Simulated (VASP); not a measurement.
Runs of VASP 6.6.1 on GaN. The structure is that of space group F-43m (No. 216), or close to it. The cells are those of the table. 

```csv
task,cell,k mesh,cutoff (eV),smearing,gap on the mesh (eV),pressure (GPa)
relaxation of cell and atoms,"relaxed to -2 GPa from a = 3.181 Å, angles 60.0, 60.0, 90.0°, 2 atoms",10 × 10 × 10,600,gaussian 0.01 eV,(b),-2.0
single point,"a = 3.192 Å, angles 60.0, 60.0, 90.0°, 2 atoms",10 × 10 × 10,520,gaussian 0.01 eV,(a),-2.2
relaxation of cell and atoms,"relaxed to 4 GPa from a = 3.181 Å, angles 60.0, 60.0, 90.0°, 2 atoms",10 × 10 × 10,600,gaussian 0.01 eV,1.86,4.0
single point,"a = 3.181 Å, angles 60.0, 60.0, 90.0°, 2 atoms",14 × 14 × 14,520,fermi-dirac 0.1 eV,1.72,-0.2
single point,"a = 3.109 Å, angles 60.0, 60.0, 90.0°, 2 atoms",10 × 10 × 10,520,gaussian 0.01 eV,(c),14.7
relaxation of cell and atoms,"relaxed to 2 GPa from a = 3.181 Å, angles 60.0, 60.0, 90.0°, 2 atoms",10 × 10 × 10,600,gaussian 0.01 eV,1.80,2.0
single point,"a = 3.144 Å, angles 60.0, 60.0, 90.0°, 2 atoms",10 × 10 × 10,520,gaussian 0.01 eV,1.94,6.8
single point,"a = 3.159 Å, angles 60.0, 60.0, 90.0°, 2 atoms",10 × 10 × 10,520,gaussian 0.01 eV,1.85,3.7
```

Alike in all rows: level PBEsol; potentials or basis VASP PAW PBE potentials, release 64 (Ga_d, N); no spin polarisation.

Question: Estimate the missing entries.

Answer: (a) 1.65; (b) 1.66; (c) 2.16.

Caveats: the PAW data sets were made with another functional, which shifts forces and pressure a little; the cell is relaxed towards a set pressure, so the enthalpy falls and the energy may rise (some runs).

A k mesh can miss the band edges, and the runs leave out spin-orbit coupling on Ga.
